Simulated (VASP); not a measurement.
The system is BAs.

```
B As
1.0
     3.23587    0.00000    0.00000
     0.00000    3.23587    0.00000
     0.00000    0.00000    3.23587
B As
1 1
Direct
  0.00000 0.00000 0.00000
  0.50000 0.50000 0.50000
```

Base run:

* Program: VASP 6.6.1
* Functional: revPBE
* Potentials or basis: VASP PAW PBE potentials, release 64 (B, As)
* Cutoff: 520 eV
* k mesh: 8 × 8 × 8
* Occupations: fermi-dirac, width 0.05 eV
* Spin: no spin polarisation

Its results: band gap on the k mesh zero (band 4 reaches 6.50 eV, above the bottom of band 5 at 2.07 eV); pressure -13.8 GPa.

The run is repeated on the same cell with these changes: functional from revPBE to LDA; potentials or basis from VASP PAW PBE potentials, release 64 (B, As) to VASP PAW LDA potentials, release 64 (B, As). What comes out?

Band gap on the k mesh zero (band 4 reaches 6.37 eV, above the bottom of band 5 at 1.98 eV); pressure -18.8 GPa.

Caveats: the PAW data sets were made with another functional, which shifts forces and pressure a little (some runs).
